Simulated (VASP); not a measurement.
# TiAl3 (P4/mmm) in VASP: notebook, part 2 of 3

VASP 6.6.1. Earlier steps stand in the parts before.

**4. Single point, PBEsol (strain +0.030 along x and y, -0.015 along z)**

Input file INCAR:

```
ALGO     = Fast           # electronic algorithm
EDIFF    = 1E-6           # SCF threshold, eV
ENCUT    = 520            # plane-wave cutoff, eV
GGA      = PS             # functional
ISIF     = 2              # what is computed and relaxed
ISMEAR   = 0              # smearing method
LASPH    = True           # aspherical terms in the spheres
LCHARG   = True           # write CHGCAR
LELF     = True           # ELF
LREAL    = False          # projectors in reciprocal space
LVHAR    = True         
LWAVE    = False          # write WAVECAR
NBANDS   = 18             # bands
NELM     = 100            # most SCF steps
PREC     = Accurate       # precision mode
SIGMA    = 0.15           # smearing width, eV
```

Input file KPOINTS:

```
k-points
0
Gamma
  12 12 12
```

Input file POSCAR:

```
TiAl3
1.0
    4.0667951544      0.0000000000      0.0000000000
    0.0000000000      4.0667951544      0.0000000000
    0.0000000000      0.0000000000      3.8891196379
Ti Al
1 3
Direct
    0.0000000000      0.0000000000      0.0000000000
    0.5000000000      0.5000000000      0.0000000000
    0.5000000000      0.0000000000      0.5000000000
    0.0000000000      0.5000000000      0.5000000000
```

Potentials or basis: VASP PAW PBE potentials, release 64 (Ti_sv, Al).

Run with:

```sh
$ cat potpaw_PBE.64/Ti_sv/POTCAR potpaw_PBE.64/Al/POTCAR > POTCAR
$ mpirun -np 1 vasp_std > vasp.out
```

OUTCAR:

```text
EDIFF = 1E-6
   ENCUT = 520
   GGA = PS
   ISIF = 2
   ISMEAR = 0
   LASPH = True
   LREAL = False
   NELM = 100
   PREC = Accurate

 ion  position               nearest neighbor table
   1  0.000  0.000  0.000-   3 2.81   4 2.81   3 2.81   4 2.81   4 2.81   4 2.81   3 2.81   3 2.81
                             2 2.88   2 2.88   2 2.88   2 2.88
   2  0.500  0.500  0.000-   3 2.81   4 2.81   3 2.81   4 2.81   3 2.81   3 2.81   4 2.81   4 2.81
                             1 2.88   1 2.88   1 2.88   1 2.88
   3  0.500  0.000  0.500-   1 2.81   2 2.81   1 2.81   2 2.81   2 2.81   2 2.81   1 2.81   1 2.81
                             4 2.88   4 2.88   4 2.88   4 2.88
   4  0.000  0.500  0.500-   1 2.81   2 2.81   1 2.81   2 2.81   1 2.81   1 2.81   2 2.81   2 2.81
                             3 2.88   3 2.88   3 2.88   3 2.88

  LATTYP: Found a simple tetragonal cell.
 ALAT       =     4.0667951544
 C/A-ratio  =     0.9563106796

  Lattice vectors:

 A1 = (   4.0667951544,   0.0000000000,   0.0000000000)
 A2 = (   0.0000000000,   4.0667951544,   0.0000000000)
 A3 = (   0.0000000000,   0.0000000000,   3.8891196379)

Analysis of symmetry for initial positions (statically):
[... 180 lines left out ...]
 val. band max:        8.6163293819   @ k =   0.3333   0.1667   0.3333
 cond. band min:       8.6298481924   @ k =   0.0833   0.0833   0.3333
 fundamental gap:      0.0135188105
 Fermi energy:         8.6214395943

 k-point     1 :       0.0000    0.0000    0.0000
  band No.  band energies     occupation
      1     -48.1769      2.00000
      2     -24.5824      2.00000
      3     -24.5824      2.00000
      4     -24.5531      2.00000
      5      -1.9612      2.00000
      6       5.3942      2.00000
[... 481 lines left out ...]
      5       0.4223      2.00000
      6       2.1222      2.00000
[... 10 lines left out ...]
     17      13.0203      0.00000
     18      14.5131      0.00000

 [... further k-points ...]

------------------------ aborting loop because EDIFF is reached ----------------------------------------

  FORCE on cell =-STRESS in cart. coord.  units (eV):
  Direction    XX          YY          ZZ          XY          YZ          ZX
  --------------------------------------------------------------------------------------
  -------------------------------------------------------------------------------------
  Total       -2.3758379     -2.3758379     -0.3778106      0.0000000     -0.0000000      0.0000000
  in kB      -59.1795261    -59.1795261     -9.4108503      0.0000000     -0.0000000      0.0000000
  external PRESSURE =     -42.5899675 kB  Pullay stress =       0.0000000 kB

 VOLUME and BASIS-vectors are now :
 -----------------------------------------------------------------------------
  energy-cutoff  :      520.00
  volume of cell :       64.32
      direct lattice vectors                 reciprocal lattice vectors
     4.066795154  0.000000000  0.000000000     0.245893870  0.000000000  0.000000000
     0.000000000  4.066795154  0.000000000     0.000000000  0.245893870  0.000000000
     0.000000000  0.000000000  3.889119638     0.000000000  0.000000000  0.257127600

 POSITION                                       TOTAL-FORCE (eV/Angst)
 -----------------------------------------------------------------------------------
      0.00000      0.00000      0.00000         0.000000      0.000000      0.000000
      2.03340      2.03340      0.00000         0.000000      0.000000      0.000000
      2.03340      0.00000      1.94456         0.000000      0.000000      0.000000
      0.00000      2.03340      1.94456         0.000000      0.000000      0.000000
 -----------------------------------------------------------------------------------
    total drift:                                0.000000     -0.000000      0.000000

  FREE ENERGIE OF THE ION-ELECTRON SYSTEM (eV)
  ---------------------------------------------------
  free  energy   TOTEN  =       -22.0651084110 eV

  energy  without entropy=      -22.0371804451  energy(sigma->0) =      -22.05114443
```

stdout:

```text
POSCAR found type information on POSCAR TiAl
 POSCAR found :  2 types and       4 ions
 scaLAPACK will be used
 -----------------------------------------------------------------------------
|                                                                             |
|                                                                             |
|     You enforced a specific xc type in the INCAR file but a different       |
|     I HOPE YOU KNOW WHAT YOU ARE DOING!                                     |
|                                                                             |
 -----------------------------------------------------------------------------

 LDA part: xc-table for (Slater+PW92), standard interpolation
 POSCAR, INCAR and KPOINTS ok, starting setup
 FFT: planning ... GRIDC
 FFT: planning ... GRID_SOFT
 FFT: planning ... GRID
 WAVECAR not read
 entering main loop
WARNING in EDDRMM: call to ZHEGV failed, returncode =   6  3     14
WARNING in EDDRMM: call to ZHEGV failed, returncode =   6  3     16
WARNING in EDDRMM: call to ZHEGV failed, returncode =   6  3      8
WARNING in EDDRMM: call to ZHEGV failed, returncode =   6  3      5
WARNING in EDDRMM: call to ZHEGV failed, returncode =   8  4     16
WARNING in EDDRMM: call to ZHEGV failed, returncode =   6  3      7
```

Wall time 10 min (1 thread of Intel Xeon 8259CL, shared host); peak memory 0.33 GiB.

Results:

```yaml
Free_energy: -22.0651 eV
Pressure: -4.3 GPa
Band_gap_on_the_k_mesh: zero (an odd number of electrons rules out a gap without spin polarisation)
```

Stress tensor (GPa, compression positive):
```
-5.92  0.00  0.00
 0.00 -5.92  0.00
 0.00  0.00 -0.94
```

Caveat: the cell differs from its parent crystal (strain +0.030 along x and y, -0.015 along z); the cell stands under tension; the PAW data sets were made with another functional, which shifts forces and pressure a little.

**5. Single point, PBEsol (strain +0.030 along x and y, +0.000 along z)**

Input file INCAR:

```
PREC = Accurate
ENCUT = 520
EDIFF = 1E-7
ISMEAR = 0
SIGMA = 0.15
LREAL = F
LASPH = T
NELM = 100
ALGO = Fast
ISIF = 2
LWAVE = F
LCHARG = F
GGA = PS
NBANDS = 18
```

Input file KPOINTS:

```
Automatic mesh
0
Gamma
  12 12 12
```

Changes to POSCAR since step 4:

```diff
@@ -4,3 +4,3 @@
     0.0000000000      4.0667951544      0.0000000000
-    0.0000000000      0.0000000000      3.8891196379
+    0.0000000000      0.0000000000      3.9483448101
 Ti Al
```

Potentials or basis: VASP PAW PBE potentials, release 64 (Ti_sv, Al).

Run with:

```sh
$ cat potpaw_PBE.64/Ti_sv/POTCAR potpaw_PBE.64/Al/POTCAR > POTCAR
$ mpirun -np 1 vasp_std > vasp.out
```

OUTCAR:

```text
PREC = Accurate
   ENCUT = 520
   EDIFF = 1E-7
   ISMEAR = 0
   LREAL = F
   LASPH = T
   NELM = 100
   ISIF = 2
   GGA = PS

 ion  position               nearest neighbor table
   1  0.000  0.000  0.000-   3 2.83   4 2.83   3 2.83   4 2.83   4 2.83   4 2.83   3 2.83   3 2.83
                             2 2.88   2 2.88   2 2.88   2 2.88
   2  0.500  0.500  0.000-   3 2.83   4 2.83   3 2.83   4 2.83   3 2.83   3 2.83   4 2.83   4 2.83
                             1 2.88   1 2.88   1 2.88   1 2.88
   3  0.500  0.000  0.500-   1 2.83   2 2.83   1 2.83   2 2.83   2 2.83   2 2.83   1 2.83   1 2.83
                             4 2.88   4 2.88   4 2.88   4 2.88
   4  0.000  0.500  0.500-   1 2.83   2 2.83   1 2.83   2 2.83   1 2.83   1 2.83   2 2.83   2 2.83
                             3 2.88   3 2.88   3 2.88   3 2.88

  LATTYP: Found a simple tetragonal cell.
 ALAT       =     4.0667951544
 C/A-ratio  =     0.9708737864

  Lattice vectors:

 A1 = (   4.0667951544,   0.0000000000,   0.0000000000)
 A2 = (   0.0000000000,   4.0667951544,   0.0000000000)
 A3 = (   0.0000000000,   0.0000000000,   3.9483448101)

Analysis of symmetry for initial positions (statically):
=====================================================================
 Subroutine PRICEL returns:
 Original cell was already a primitive cell.

 Routine SETGRP: Setting up the symmetry group for a
 simple tetragonal supercell.

 Subroutine GETGRP returns: Found 16 space group operations
 (whereof 16 operations were pure point group operations)
 out of a pool of 16 trial point group operations.

The static configuration has the point symmetry D_4h.

Analysis of symmetry for dynamics (positions and initial velocities):
=====================================================================
 Subroutine PRICEL returns:
 Original cell was already a primitive cell.

 Routine SETGRP: Setting up the symmetry group for a
 simple tetragonal supercell.

[... 127 lines left out ...]
     AMIX     =   0.40;   BMIX     =  1.00
     AMIX_MAG =   1.60;   BMIX_MAG =  1.00
  volume/ion in A,a.u.               =      16.33       110.17
  Fermi-wavevector in a.u.,A,eV,Ry     =   1.121609  2.119533 17.116212  1.258006
  Thomas-Fermi vector in A             =   2.258263
   LORBIT       =      0    0 simple, 1 ext, 2 COOP (PROOUT), +10 PAW based schemes
   GGA     = PS    functional components
   LHFCALC =     F    Hartree Fock is set to
   AEXX    =    0.0000 exact exchange contribution
   IVDW    =     0    specifies the selected vdW correction
   LEPSILON=     F    determine dielectric tensor
   LRPA    =     F    only Hartree local field effects (RPA)
 non-spin polarized calculation
 RMM-DIIS sequential band-by-band and
 Gauss-broadening in eV      SIGMA  =   0.15
  energy-cutoff  :      520.00
  volume of cell :       65.30
 maximum number of plane-waves:      1784
   NGX = 15   NGY = 15   NGZ = 15

 number of electron      21.0000001 magnetization

 Free energy of the ion-electron system (eV)
  ---------------------------------------------------
  ext. energy  EPLUGINS =         0.00000000
  ---------------------------------------------------
  free energy    TOTEN  =       -22.05132048 eV

  energy without entropy =      -22.02226238  energy(sigma->0) =      -22.03679143

 E-fermi :   8.4721     XC(G=0): -10.6995

 val. band max:        8.4716474653   @ k =   0.3333   0.3333   0.0000
 cond. band min:       8.4769159723   @ k =   0.1667   0.0000   0.4167
 fundamental gap:      0.0052685069
 Fermi energy:         8.4720730167

 k-point     1 :       0.0000    0.0000    0.0000
  band No.  band energies     occupation
      1     -48.3662      2.00000
      2     -24.7648      2.00000
      3     -24.7648      2.00000
      4     -24.7454      2.00000
      5      -2.0310      2.00000
      6       5.3373      2.00000
[... 481 lines left out ...]
      5       0.3568      2.00000
      6       2.0455      2.00000
[... 10 lines left out ...]
     17      12.6910      0.00000
     18      14.2210      0.00000

 [... further k-points ...]

------------------------ aborting loop because EDIFF is reached ----------------------------------------

  FORCE on cell =-STRESS in cart. coord.  units (eV):
  Direction    XX          YY          ZZ          XY          YZ          ZX
  --------------------------------------------------------------------------------------
  -------------------------------------------------------------------------------------
  Total       -2.7478710     -2.7478710     -1.4630715      0.0000000      0.0000000      0.0000000
  in kB      -67.4197695    -67.4197695    -35.8968594      0.0000000      0.0000000      0.0000000
  external PRESSURE =     -56.9121328 kB  Pullay stress =       0.0000000 kB

 VOLUME and BASIS-vectors are now :
 -----------------------------------------------------------------------------
  energy-cutoff  :      520.00
  volume of cell :       65.30
      direct lattice vectors                 reciprocal lattice vectors
     4.066795154  0.000000000  0.000000000     0.245893870  0.000000000  0.000000000
     0.000000000  4.066795154  0.000000000     0.000000000  0.245893870  0.000000000
     0.000000000  0.000000000  3.948344810     0.000000000  0.000000000  0.253270686

 POSITION                                       TOTAL-FORCE (eV/Angst)
 -----------------------------------------------------------------------------------
      0.00000      0.00000      0.00000         0.000000      0.000000      0.000000
      2.03340      2.03340      0.00000         0.000000      0.000000      0.000000
      2.03340      0.00000      1.97417         0.000000      0.000000      0.000000
      0.00000      2.03340      1.97417         0.000000      0.000000      0.000000
 -----------------------------------------------------------------------------------
    total drift:                                0.000000     -0.000000      0.000000

  FREE ENERGIE OF THE ION-ELECTRON SYSTEM (eV)
  ---------------------------------------------------
  free  energy   TOTEN  =       -22.0513204850 eV

  energy  without entropy=      -22.0222623788  energy(sigma->0) =      -22.03679143
```

OSZICAR:

```text
N       E                     dE             d eps       ncg     rms          rms(c)
DAV:   1     0.117158990536E+03    0.11716E+03   -0.91348E+03  7056   0.107E+03
DAV:   2    -0.157525407942E+02   -0.13291E+03   -0.12954E+03  7208   0.279E+02
DAV:   3    -0.240333081407E+02   -0.82808E+01   -0.81263E+01 11204   0.648E+01
[... 26 lines left out ...]
RMM:  30    -0.220513199541E+02   -0.36744E-06   -0.34548E-06  8071   0.568E-03    0.341E-04
RMM:  31    -0.220513201595E+02   -0.20532E-06   -0.23370E-06  6999   0.440E-03    0.638E-04
RMM:  32    -0.220513203099E+02   -0.15043E-06   -0.16593E-06  6164   0.327E-03    0.689E-04
RMM:  33    -0.220513204101E+02   -0.10017E-06   -0.11497E-06  6041   0.297E-03    0.712E-04
RMM:  34    -0.220513204850E+02   -0.74909E-07   -0.85741E-07  6070   0.275E-03
   1 F= -.22051320E+02 E0= -.22036791E+02  d E =-.290581E-01
```

stdout:

```text
POSCAR found type information on POSCAR TiAl
 POSCAR found :  2 types and       4 ions
 scaLAPACK will be used
 -----------------------------------------------------------------------------
[... 40 lines left out ...]
 num prob  num prob  num prob  num prob  num prob  num prob  num prob  num prob  num prob RMM:  32    -0.220513203099E+02   -0.15043E-06   -0.16593E-06  6164   0.327E-03    0.689E-04
 num prob  num prob WARNING in EDDRMM: call to ZHEGV failed, returncode =   8  4      5
 num prob  num prob WARNING in EDDRMM: call to ZHEGV failed, returncode =   6  3     13
 num prob  num prob  num prob  num prob  num prob RMM:  33    -0.220513204101E+02   -0.10017E-06   -0.11497E-06  6041   0.297E-03    0.712E-04
 num prob WARNING in EDDRMM: call to ZHEGV failed, returncode =   6  3     16
 num prob  num prob RMM:  34    -0.220513204850E+02   -0.74909E-07   -0.85741E-07  6070   0.275E-03
```

Wall time 13 min (1 thread of Intel Xeon 8259CL, shared host); peak memory 0.34 GiB.

What came out:

| Quantity | Value |
| --- | --- |
| Free energy | -22.0513 eV |
| Pressure | -5.7 GPa |
| Band gap on the k mesh | zero (an odd number of electrons rules out a gap without spin polarisation) |

Stress tensor (GPa, compression positive):
```
-6.74  0.00  0.00
 0.00 -6.74  0.00
 0.00  0.00 -3.59
```

Levels at points of the mesh, in eV from the Fermi level:
```
           k point  band 7  band 8  band 9  band 10  band 11  band 12  band 13  band 14
(0.00, 0.00, 0.00)   -2.87   -2.25   -2.25    -1.82     0.11     0.19     0.19     0.73
(0.50, 0.00, 0.00)   -2.26   -2.04   -1.97     0.39     0.55     0.78     0.79     0.95
(0.50, 0.50, 0.00)   -6.10   -4.89   -1.08    -1.08     0.73     0.75     0.97     1.30
(0.00, 0.00, 0.50)   -2.23   -2.23   -2.11     0.37     0.60     0.60     0.93     1.00
(0.50, 0.00, 0.50)   -5.92   -4.87   -1.29    -1.21     0.52     0.79     1.01     1.14
(0.50, 0.50, 0.50)   -5.02   -4.77   -3.44    -3.44    -3.33     0.09     1.05     1.20
```

Caveat: the cell differs from its parent crystal (strain +0.030 along x and y, +0.000 along z); the cell stands under tension; the PAW data sets were made with another functional, which shifts forces and pressure a little.

**6. Single point, PBEsol (strain +0.015 along x and y, +0.030 along z)**

Input file INCAR:

```
ALGO = Fast ; EDIFF = 1E-7
ENCUT = 520 ; GGA = PS
ISIF = 2 ; ISMEAR = 0
LASPH = True ; LCHARG = False
LREAL = False ; LWAVE = False
NBANDS = 18 ; NELM = 100
PREC = Accurate ; SIGMA = 0.15
```

Input file KPOINTS:

```
k-points
0
Gamma
  12 12 12
```

Input file POSCAR:

```
TiAl3
1.0
    4.0075699823      0.0000000000      0.0000000000
    0.0000000000      4.0075699823      0.0000000000
    0.0000000000      0.0000000000      4.0667951544
Ti Al
1 3
Direct
    0.0000000000      0.0000000000      0.0000000000
    0.5000000000      0.5000000000      0.0000000000
    0.5000000000      0.0000000000      0.5000000000
    0.0000000000      0.5000000000      0.5000000000
```

Potentials or basis: VASP PAW PBE potentials, release 64 (Ti_sv, Al).

Run with:

```sh
$ cat potpaw_PBE.64/Ti_sv/POTCAR potpaw_PBE.64/Al/POTCAR > POTCAR
$ mpirun -np 1 vasp_std > vasp.out
```

Run time: 12 min. Hardware: 1 thread of Intel Xeon 8259CL, shared host; peak memory 0.33 GiB.

Results (log left out):

* Free energy: -22.0603 eV
* Pressure: -5.8 GPa
* Band gap on the k mesh: zero (an odd number of electrons rules out a gap without spin polarisation)

Stress tensor (GPa, compression positive):
```
-5.27  0.00  0.00
 0.00 -5.27  0.00
 0.00  0.00 -6.82
```

Levels at points of the mesh, in eV from the Fermi level:
```tsv
k point	band 6	band 7	band 8	band 9	band 10	band 11	band 12	band 13	band 14	band 15
(0.00, 0.00, 0.00)	-3.07	-2.93	-2.26	-2.05	-2.05	0.14	0.14	0.18	0.72	3.68
(0.50, 0.00, 0.00)	-7.77	-2.25	-2.11	-2.08	0.37	0.57	0.76	0.87	0.90	1.16
(0.50, 0.50, 0.00)	-5.96	-5.96	-4.88	-1.25	-1.25	0.51	0.83	1.01	1.09	3.27
(0.00, 0.00, 0.50)	-7.81	-2.12	-2.12	-2.04	0.38	0.74	0.74	0.77	1.05	1.10
(0.50, 0.00, 0.50)	-6.05	-6.02	-4.89	-1.19	-1.15	0.63	0.76	1.04	1.14	3.43
(0.50, 0.50, 0.50)	-5.04	-5.04	-4.78	-3.45	-3.39	-3.39	0.09	1.08	1.14	2.55
```

Caveat: the cell differs from its parent crystal (strain +0.015 along x and y, +0.030 along z); the cell stands under tension; the PAW data sets were made with another functional, which shifts forces and pressure a little.

(Part 2 of 3 ends here.)
